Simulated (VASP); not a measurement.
Write the native input for VASP 6.6.1 that does the following.

```
Task                   : single point
Functional             : LDA
Potentials or basis    : VASP PAW LDA potentials, release 64 (Pb_d, Se)
Cutoff                 : 500 eV
k mesh                 : 6 × 6 × 6
Occupations            : gaussian, width 0.1 eV
Spin                   : no spin polarisation
Dipole correction      : no
Further INCAR settings : ALGO = Normal; EDIFF = 1e-06; NBANDS = 17
```

The structure of PbSe lies in POSCAR:

```
PbSe
1.0
    0.0000000000      3.0621500000      3.0621500000
    3.0621500000      0.0000000000      3.0621500000
    3.0621500000      3.0621500000      0.0000000000
Pb Se
1 1
Direct
    0.0000000000      0.0000000000      0.0000000000
    0.5000000000      0.5000000000      0.5000000000
```

One way to write it, as run:

INCAR

```
PREC = Accurate
ENCUT = 500
EDIFF = 1E-6
ISMEAR = 0
SIGMA = 0.1
LREAL = False
LASPH = True
NELM = 120
ALGO = Normal
ISIF = 2
LWAVE = False
LCHARG = True
GGA = CA
LELF = True
LVHAR = True
NBANDS = 17
GGA_COMPAT = False
```

KPOINTS

```
Automatic mesh
0
Gamma
  6 6 6
```

Potentials or basis: VASP PAW LDA potentials, release 64 (Pb_d, Se).

Launch:

```sh
$ cat potpaw_LDA.64/Pb_d/POTCAR potpaw_LDA.64/Se/POTCAR > POTCAR
$ mpirun -np 1 vasp_std > vasp.out
```

Results of the run:

```yaml
Pressure: -2.2 GPa
Band_gap_on_the_k_mesh: 0.17 eV, direct
```

Caveat: spin-orbit coupling is left out, which moves the levels of the heavy elements.

Wall time 10 s on 1 thread of Intel(R) Xeon(R) Platinum 8559C (Emerald Rapids) (shared host), peak memory 0.15 GiB.
